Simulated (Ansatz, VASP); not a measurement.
**One calculation of Cd, two programs**

```
CELL_PARAMETERS angstrom
0.00000 2.15161 2.18488
2.15161 0.00000 2.18488
2.15161 2.15161 0.00000
ATOMIC_POSITIONS crystal
Cd 0.00000 0.00000 0.00000
```

Change from the starting cell: strain -0.030 along x and y, -0.015 along z, atoms carried along.

Alike in both runs: task single point; functional PBEsol; k mesh 18 × 18 × 18; occupations gaussian, width 0.15 eV; no spin polarisation.

|  | VASP | Ansatz |
| --- | --- | --- |
| version | VASP 6.6.1 | Ansatz 0.2.0 |
| potentials or method | VASP PAW PBE potentials, release 64 (Cd), cutoff 520 eV | scalar-relativistic, plane waves, PAW |
| valence electrons in the cell | 12 | 20 |

```csv
,VASP,Ansatz,Ansatz less VASP
gap on the k mesh at the Fermi level (eV),none,none,-
pressure (GPa),2.7,2.2,-0.42
"traceless stress, the component that is largest in VASP (GPa)",-0.51,-0.51,+0.004
```

VASP's potentials were made for PBE, not for PBEsol. A gap of «none» marks a metal or a gap that the smearing closes. With one functional, cell and mesh, what is left measures potentials, basis and numerics. VASP's potentials hold 12 valence electrons a cell and Ansatz's 20, so a difference there can come from the potentials and not from the codes.
